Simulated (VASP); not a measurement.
**CuRu2: single point with r2SCAN**

CuRu2:

```xyz
3
Lattice="0.0000 2.8021 2.8021 2.8021 0.0000 2.8021 2.8021 2.8021 0.0000" Properties=species:S:1:pos:R:3 pbc="T T T"
Cu    0.0000    0.0000    0.0000
Ru    1.4010    1.4010    1.4010
Ru    4.2031    4.2031    4.2031
```

- Program: VASP 6.6.1
- Task: single point
- Functional: r2SCAN
- Potentials or basis: VASP PAW PBE potentials, release 64 (Cu, Ru_pv)
- Cutoff: 520 eV
- k mesh: 14 × 14 × 14
- Occupations: gaussian, width 0.1 eV
- Spin: no spin polarisation

The pressure is 0.8 GPa. The band gap on the k mesh is zero (an odd number of electrons rules out a gap without spin polarisation).

Levels at points of the mesh, in eV from the Fermi level:
```csv
k point,band 17,band 18,band 19,band 20,band 21,band 22,band 23,band 24
"(0.00, 0.00, 0.00)",-2.02,0.91,0.91,0.91,2.02,2.02,8.89,9.08
"(0.50, 0.00, 0.00)",-1.28,-1.15,-1.15,-0.49,-0.18,-0.18,1.18,9.08
"(0.50, 0.50, 0.00)",-1.40,-0.48,0.20,0.20,0.67,1.91,2.69,2.69
```

It took 13 min on 1 thread of Intel Xeon 8259CL, with other jobs on the host, peak memory 0.26 GiB.

Caveat: the PAW data sets were made with another functional, which shifts forces and pressure a little.
